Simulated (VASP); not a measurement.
Input of a VASP 6.6.1 run:

File INCAR:

```
SYSTEM = MnNi2
ALGO = Fast ; EDIFF = 1E-6
ENCUT = 520 ; GGA = PE
ISIF = 2 ; ISMEAR = 0
ISPIN = 2 ; LASPH = .TRUE.
LCHARG = .FALSE. ; LMAXMIX = 4
LORBIT = 11 ; LREAL = .FALSE.
LWAVE = .FALSE. ; MAGMOM = 3.82 0.76 0.76
NBANDS = 28 ; NELM = 150
PREC = Accurate ; SIGMA = 0.1
```

The input KPOINTS:

```
k-points
0
G
  12 12 18
  0 0 0
```

Contents of POSCAR:

```
MnNi2
1.0
    4.0289695061      0.0000000000      0.0000000000
   -2.0144847531      3.4891899434      0.0000000000
    0.0000000000      0.0000000000      2.5926403216
Mn Ni
1 2
Direct
    0.0000000000      0.0000000000      0.0000000000
    0.3333333333      0.6666666667      0.5000000000
    0.6666666667      0.3333333333      0.5000000000
```

Potentials or basis: VASP PAW PBE potentials, release 64 (Mn_pv, Ni).

Run with:

```bash
$ cat potpaw_PBE.64/Mn_pv/POTCAR potpaw_PBE.64/Ni/POTCAR > POTCAR
$ mpirun -np 1 vasp_std > vasp.out
```

**Question.** Estimate the site moments.

**Answer.** Mn +3.53; Ni +0.64 μB.

**Question.** What does it give for the pressure?

**Answer.** 0.2 GPa.
